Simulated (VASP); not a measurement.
Input of a VASP 6.6.1 run:

The input INCAR:

```
PREC     = Accurate       # precision mode
ENCUT    = 520            # plane-wave cutoff, eV
EDIFF    = 1E-6           # SCF threshold, eV
ISMEAR   = -1             # smearing method
SIGMA    = 0.05           # smearing width, eV
LREAL    = F              # projectors in reciprocal space
LASPH    = T              # aspherical terms in the spheres
NELM     = 150            # most SCF steps
ALGO     = Fast           # electronic algorithm
ISIF     = 2              # what is computed and relaxed
LWAVE    = F              # write WAVECAR
LCHARG   = T              # write CHGCAR
MAGMOM   = 0 0 0          # initial moments
LORBIT   = 11             # projections on sites
LSORBIT  = T              # spin-orbit coupling
GGA_COMPAT= F            
LORBMOM  = T            
GGA      = PS             # functional
LVHAR    = T            
NBANDS   = 25             # bands
```

KPOINTS

```
Automatic mesh
0
Gamma
  11 11 11
```

Contents of POSCAR:

```
Sn
1.0
   -1.7265390000      1.7755470000      2.3383420000
    1.7265390000     -1.7755470000      2.3383420000
    1.7265390000      1.7755470000     -2.3383420000
Sn
1
Direct
    0.0000000000      0.0000000000      0.0000000000
```

Potentials or basis: VASP PAW PBE potentials, release 64 (Sn_d).

Command:

```sh
$ cat potpaw_PBE.64/Sn_d/POTCAR > POTCAR
$ mpirun -np 1 vasp_ncl > vasp.out
```

Task: What does it give for the pressure?

Result: -3.7 GPa.

Task: Predict the net moment.

Result: 0.00 μB per cell.

Stress tensor (GPa, compression positive):
```
-3.03  0.00  0.00
 0.00 -4.68  0.00
 0.00  0.00 -3.31
```

Caveat: the cell stands under tension; the PAW data sets were made with another functional, which shifts forces and pressure a little.
